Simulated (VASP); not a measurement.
# CuAu (P4/mmm) in VASP: further runs, part 2 of 2

VASP 6.6.1. The steps go on from the part before.

**3. Single point, PBE**

This run uses another cell than the first one, of the same volume but with other edges.

The input, INCAR:

```
ALGO     = Fast           # electronic algorithm
EDIFF    = 1E-7           # SCF threshold, eV
ENCUT    = 520            # plane-wave cutoff, eV
GGA      = PE             # functional
ISIF     = 2              # what is computed and relaxed
ISMEAR   = 0              # smearing method
LASPH    = T              # aspherical terms in the spheres
LCHARG   = F              # write CHGCAR
LREAL    = F              # projectors in reciprocal space
LWAVE    = F              # write WAVECAR
NBANDS   = 18             # bands
NELM     = 60             # most SCF steps
PREC     = Accurate       # precision mode
SIGMA    = 0.15           # smearing width, eV
```

The input, KPOINTS:

```
k-points
0
Gamma
  18 18 14
```

The input, POSCAR:

```
CuAu
1.0
    2.7548308111      0.0000000000      0.0000000000
    0.0000000000      2.7548308111      0.0000000000
    0.0000000000      0.0000000000      3.7913359037
Cu Au
1 1
Direct
    0.5000000000      0.5000000000      0.5000000000
    0.0000000000      0.0000000000      0.0000000000
```

Potentials or basis: VASP PAW PBE potentials, release 64 (Cu, Au).

Command:

```
$ cat potpaw_PBE.64/Cu/POTCAR potpaw_PBE.64/Au/POTCAR > POTCAR
$ mpirun -np 1 vasp_std > vasp.out
```

OUTCAR:

```text
EDIFF = 1E-7
   ENCUT = 520
   GGA = PE
   ISIF = 2
   ISMEAR = 0
   LASPH = T
   LREAL = F
   NELM = 60
   PREC = Accurate

 ion  position               nearest neighbor table
   1  0.500  0.500  0.500-   2 2.72   2 2.72   2 2.72   2 2.72   2 2.72   2 2.72   2 2.72   2 2.72

   2  0.000  0.000  0.000-   1 2.72   1 2.72   1 2.72   1 2.72   1 2.72   1 2.72   1 2.72   1 2.72

  LATTYP: Found a simple tetragonal cell.
 ALAT       =     2.7548308111
 C/A-ratio  =     1.3762500000

  Lattice vectors:

 A1 = (   2.7548308111,   0.0000000000,   0.0000000000)
 A2 = (   0.0000000000,   2.7548308111,   0.0000000000)
 A3 = (   0.0000000000,   0.0000000000,   3.7913359037)

Analysis of symmetry for initial positions (statically):
=====================================================================
 Subroutine PRICEL returns:
 Original cell was already a primitive cell.

 Routine SETGRP: Setting up the symmetry group for a
 simple tetragonal supercell.

 Subroutine GETGRP returns: Found 16 space group operations
 (whereof 16 operations were pure point group operations)
 out of a pool of 16 trial point group operations.

The static configuration has the point symmetry D_4h.

Analysis of symmetry for dynamics (positions and initial velocities):
=====================================================================
 Subroutine PRICEL returns:
 Original cell was already a primitive cell.

 Routine SETGRP: Setting up the symmetry group for a
 simple tetragonal supercell.

 Subroutine GETGRP returns: Found 16 space group operations
 (whereof 16 operations were pure point group operations)
 out of a pool of 16 trial point group operations.

The dynamic configuration has the point symmetry D_4h.

 Subroutine INISYM returns: Found 16 space group operations
 (whereof 16 operations are pure point group operations),
 and found     1 'primitive' translations

----------------------------------------------------------------------------------------

                                     Primitive cell

  volume of cell :      28.7728

  direct lattice vectors                    reciprocal lattice vectors
     2.754830811  0.000000000  0.000000000     0.362998699  0.000000000  0.000000000
     0.000000000  2.754830811  0.000000000     0.000000000  0.362998699  0.000000000
     0.000000000  0.000000000  3.791335904     0.000000000  0.000000000  0.263759273

  length of vectors
     2.754830811  2.754830811  3.791335904     0.362998699  0.362998699  0.263759273

  position of ions in fractional coordinates (direct lattice)
     0.500000000  0.500000000  0.500000000
     0.000000000  0.000000000  0.000000000

  ion indices of the primitive-cell ions
   primitive index   ion index
                 1           1
                 2           2

----------------------------------------------------------------------------------------

 KPOINTS: k-points

Automatic generation of k-mesh.
 Grid dimensions read from file:
 generate k-points for:   18   18   14

 Generating k-lattice:

  Cartesian coordinates                     Fractional coordinates (reciprocal lattice)
     0.020166594  0.000000000  0.000000000     0.055555556  0.000000000  0.000000000
     0.000000000  0.020166594  0.000000000     0.000000000  0.055555556  0.000000000
     0.000000000  0.000000000  0.018839948     0.000000000  0.000000000  0.071428571

  Length of vectors
     0.020166594  0.020166594  0.018839948

  Shift w.r.t. Gamma in fractional coordinates (k-lattice)
     0.000000000  0.000000000  0.000000000

 Subroutine IBZKPT returns following result:
 ===========================================

 Found    440 irreducible k-points:

 Following reciprocal coordinates:
            Coordinates               Weight
  0.000000  0.000000  0.000000      1.000000
  0.055556  0.000000  0.000000      4.000000
  0.111111  0.000000  0.000000      4.000000
  0.166667  0.000000  0.000000      4.000000
  0.222222  0.000000  0.000000      4.000000
  0.277778  0.000000  0.000000      4.000000
[... 16 lines left out ...]
  0.277778  0.111111  0.000000      8.000000
  0.333333  0.111111  0.000000      8.000000
 [... further k-points ...]
   k-points           NKPTS =    440   k-points in BZ     NKDIM =    440   number of bands    NBANDS=     18
   number of dos      NEDOS =    301   number of ions     NIONS =      2
   total plane-waves  NPLWV =  11200
   dimension x,y,z NGX =    20 NGY =   20 NGZ =   28
   dimension x,y,z NGXF=    40 NGYF=   40 NGZF=   56
   ions per type =               1   1
   NGX,Y,Z   is equivalent  to a cutoff of  12.07, 12.07, 12.28 a.u.
   NGXF,Y,Z  is equivalent  to a cutoff of  24.14, 24.14, 24.56 a.u.
 SYSTEM =  unknown system
   PREC   = accura    normal or accurate (medium, high low for compatibility)
   ISTART =      0    job   : 0-new  1-cont  2-samecut
   ICHARG =      2    charge: 1-file 2-atom 10-const
   ISPIN  =      1    spin polarized calculation?
   LNONCOLLINEAR =      F non collinear calculations
   LSORBIT =      F    spin-orbit coupling
   LASPH  =      T    aspherical Exc in radial PAW
   ENCUT  =  520.0 eV  38.22 Ry    6.18 a.u.   5.12  5.12  7.05*2*pi/ulx,y,z
   NELM   =     60;   NELMIN=  2; NELMDL= -5     # of ELM steps
   EDIFF  = 0.1E-06   stopping-criterion for ELM
   LREAL  =      F    real-space projection
   EDIFFG = 0.1E-05   stopping-criterion for IOM
   NSW    =      0    number of steps for IOM
   IBRION =     -1    ionic relax: 0-MD 1-quasi-New 2-CG
   NFREE  =      0    steps in history (QN), initial steepest desc. (CG)
   ISIF   =      2    stress and relaxation
   ISYM   =      2    0-nonsym 1-usesym 2-fastsym
   POTIM  = 0.5000    time-step for ionic-motion
   TEBEG  =    0.0;   TEEND  =   0.0 temperature during run
   PSTRESS=    0.0 pullay stress
   NELECT =      22.0000    total number of electrons
   NUPDOWN=      -1.0000    fix difference up-down
   EMIN   =  10.00;   EMAX   =-10.00  energy-range for DOS
   EFERMI =   0.00;   METHOD = LEGACY
   ISMEAR =     0;   SIGMA  =   0.15  broadening in eV -4-tet -1-fermi 0-gaus
   EFERMI_NEDOS =   21; number of points for ismear=-14 and -15
   IALGO  =     68    algorithm
   IMIX   =      4    mixing-type and parameters
     AMIX     =   0.40;   BMIX     =  1.00
     AMIX_MAG =   1.60;   BMIX_MAG =  1.00
  volume/ion in A,a.u.               =      14.39        97.08
  Fermi-wavevector in a.u.,A,eV,Ry     =   1.497000  2.828919 30.490762  2.241008
  Thomas-Fermi vector in A             =   2.608944
   LORBIT       =      0    0 simple, 1 ext, 2 COOP (PROOUT), +10 PAW based schemes
   GGA     = PE    functional components
   LHFCALC =     F    Hartree Fock is set to
   AEXX    =    0.0000 exact exchange contribution
   IVDW    =     0    specifies the selected vdW correction
   LEPSILON=     F    determine dielectric tensor
   LRPA    =     F    only Hartree local field effects (RPA)
 non-spin polarized calculation
 RMM-DIIS sequential band-by-band and
 Gauss-broadening in eV      SIGMA  =   0.15
  energy-cutoff  :      520.00
  volume of cell :       28.77
 maximum number of plane-waves:       790
   NGX = 11   NGY = 11   NGZ = 15

 number of electron      21.9999968 magnetization

 Free energy of the ion-electron system (eV)
  ---------------------------------------------------
  ext. energy  EPLUGINS =         0.00000000
  ---------------------------------------------------
  free energy    TOTEN  =        -7.02877029 eV

  energy without entropy =       -7.02292834  energy(sigma->0) =       -7.02584931

 E-fermi :   8.9435     XC(G=0): -12.7320

 val. band max:        8.9408366388   @ k =   0.5000   0.2222   0.1429
 cond. band min:       8.9497959392   @ k =   0.5000   0.1111   0.4286
 fundamental gap:      0.0089593004
 Fermi energy:         8.9435238583

 k-point     1 :       0.0000    0.0000    0.0000
  band No.  band energies     occupation
      1      -0.9892      2.00000
      2       2.0881      2.00000
      3       2.2899      2.00000
      4       4.8839      2.00000
      5       4.8839      2.00000
      6       5.9515      2.00000
[... 10 lines left out ...]
     17      26.2292      0.00000
     18      26.4725      0.00000
[... 463 lines left out ...]
 k-point    24 :       0.3333    0.1111    0.0000
  band No.  band energies     occupation
      1       1.4924      2.00000
      2       3.1066      2.00000
      3       3.5015      2.00000
      4       3.8249      2.00000
      5       4.8601      2.00000
      6       5.0782      2.00000
[... 10 lines left out ...]
     17      23.1261      0.00000
     18      26.9812      0.00000

 [... further k-points ...]

------------------------ aborting loop because EDIFF is reached ----------------------------------------

  FORCE on cell =-STRESS in cart. coord.  units (eV):
  Direction    XX          YY          ZZ          XY          YZ          ZX
  --------------------------------------------------------------------------------------
  -------------------------------------------------------------------------------------
  Total        1.4636256      1.4636256      0.8418091      0.0000000      0.0000000      0.0000000
  in kB       81.5001589     81.5001589     46.8750838      0.0000000      0.0000000      0.0000000
  external PRESSURE =      69.9584672 kB  Pullay stress =       0.0000000 kB

 VOLUME and BASIS-vectors are now :
 -----------------------------------------------------------------------------
  energy-cutoff  :      520.00
  volume of cell :       28.77
      direct lattice vectors                 reciprocal lattice vectors
     2.754830811  0.000000000  0.000000000     0.362998699  0.000000000  0.000000000
     0.000000000  2.754830811  0.000000000     0.000000000  0.362998699  0.000000000
     0.000000000  0.000000000  3.791335904     0.000000000  0.000000000  0.263759273

 POSITION                                       TOTAL-FORCE (eV/Angst)
 -----------------------------------------------------------------------------------
      1.37742      1.37742      1.89567         0.000000      0.000000      0.000000
      0.00000      0.00000      0.00000         0.000000      0.000000      0.000000
 -----------------------------------------------------------------------------------
    total drift:                               -0.000000      0.000000      0.000000

  FREE ENERGIE OF THE ION-ELECTRON SYSTEM (eV)
  ---------------------------------------------------
  free  energy   TOTEN  =        -7.0287702901 eV

  energy  without entropy=       -7.0229283366  energy(sigma->0) =       -7.02584931
```

Run time: 87 s. Hardware: 1 thread of Intel Xeon 6975P-C (Granite Rapids), shared host; peak memory 0.33 GiB.

What came out:

- Free energy: -7.0288 eV
- Pressure: 7.0 GPa
- Band gap on the k mesh: zero (band 11 reaches 14.47 eV, above the bottom of band 12 at 6.99 eV)

Stress tensor (GPa, compression positive):
```
8.15 0.00 0.00
0.00 8.15 0.00
0.00 0.00 4.69
```

Caveat: spin-orbit coupling is left out, which moves the levels of the heavy elements.

**4. Single point, PBE**

This run uses another cell than the first one, of the same volume but with other edges.

The input, INCAR:

```
SYSTEM = CuAu
ALGO     = Fast           ! electronic algorithm
EDIFF    = 1E-7           ! SCF threshold, eV
ENCUT    = 520            ! plane-wave cutoff, eV
GGA      = PE             ! functional
ISIF     = 2              ! what is computed and relaxed
ISMEAR   = 0              ! smearing method
LASPH    = .TRUE.         ! aspherical terms in the spheres
LCHARG   = .FALSE.        ! write CHGCAR
LREAL    = .FALSE.        ! projectors in reciprocal space
LWAVE    = .FALSE.        ! write WAVECAR
NBANDS   = 18             ! bands
NELM     = 60             ! most SCF steps
PREC     = Accurate       ! precision mode
SIGMA    = 0.15           ! smearing width, eV
```

The input, KPOINTS:

```
k-points
0
G
  18 18 14
  0 0 0
```

The input, POSCAR:

```
CuAu
1.0
    2.5655289158      0.0000000000      0.0000000000
    0.0000000000      2.5655289158      0.0000000000
    0.0000000000      0.0000000000      4.3714780205
Cu Au
1 1
Direct
    0.5000000000      0.5000000000      0.5000000000
    0.0000000000      0.0000000000      0.0000000000
```

Command:

```
$ cat potpaw_PBE.64/Cu/POTCAR potpaw_PBE.64/Au/POTCAR > POTCAR
$ mpirun -np 1 vasp_std > vasp.out
```

Wall time 2.1 min (1 thread of Intel Xeon 6975P-C (Granite Rapids), shared host); peak memory 0.34 GiB.

The run converged. Its results:

```yaml
Free_energy: -6.6409 eV
Pressure: 14.9 GPa
Band_gap_on_the_k_mesh: zero (band 11 reaches 14.94 eV, above the bottom of band 12 at 7.11 eV)
```

Stress tensor (GPa, compression positive):
```
25.11  0.00  0.00
 0.00 25.11  0.00
 0.00  0.00 -5.41
```

Levels at points of the mesh, in eV from the Fermi level:
| k point | band 7 | band 8 | band 9 | band 10 | band 11 | band 12 | band 13 | band 14 | band 15 | band 16 |
| --- | --- | --- | --- | --- | --- | --- | --- | --- | --- | --- |
| (0.00, 0.00, 0.00) | -2.89 | -1.91 | -1.55 | -1.52 | -1.52 | -0.83 | 3.79 | 13.78 | 13.78 | 17.78 |
| (0.50, 0.00, 0.00) | -3.00 | -2.62 | -2.23 | -1.91 | -0.14 | 1.42 | 6.82 | 7.47 | 8.06 | 9.67 |
| (0.50, 0.50, 0.00) | -1.88 | -1.75 | -1.24 | -0.20 | 2.46 | 2.46 | 8.16 | 8.74 | 9.05 | 10.38 |
| (0.00, 0.00, 0.50) | -2.98 | -2.85 | -2.02 | -2.02 | -1.80 | -1.66 | 11.16 | 13.37 | 16.71 | 16.84 |
| (0.50, 0.00, 0.50) | -1.82 | -1.75 | -1.53 | -1.49 | -0.95 | -0.92 | 3.87 | 3.91 | 13.25 | 14.90 |
| (0.50, 0.50, 0.50) | -3.02 | -2.16 | -1.24 | -0.20 | 6.06 | 6.06 | 6.49 | 6.49 | 7.10 | 8.34 |

Caveat: spin-orbit coupling is left out, which moves the levels of the heavy elements.

**5. Summary**

```csv
cell,further INCAR settings,gap on the mesh (eV),pressure (GPa)
"a = 2.838, b = 2.838, c = 3.571 Å, 2 atoms",ALGO = Fast; EDIFF = 1e-06; NBANDS = 18,none,6.7
"a = 2.755, b = 2.755, c = 3.791 Å, 2 atoms",ALGO = Fast; EDIFF = 1e-07; NBANDS = 18,none,7.0
"a = 2.566, b = 2.566, c = 4.371 Å, 2 atoms",ALGO = Fast; EDIFF = 1e-07; NBANDS = 18,none,14.9
```

Alike in all rows: task single point; level PBE; potentials or basis VASP PAW PBE potentials, release 64 (Cu, Au); no spin polarisation; k mesh 18 × 18 × 14; cutoff (eV) 520; smearing gaussian 0.15 eV.

Caveats: spin-orbit coupling is left out, which moves the levels of the heavy elements.

Absolute energies hang on the potentials; compare differences alone.
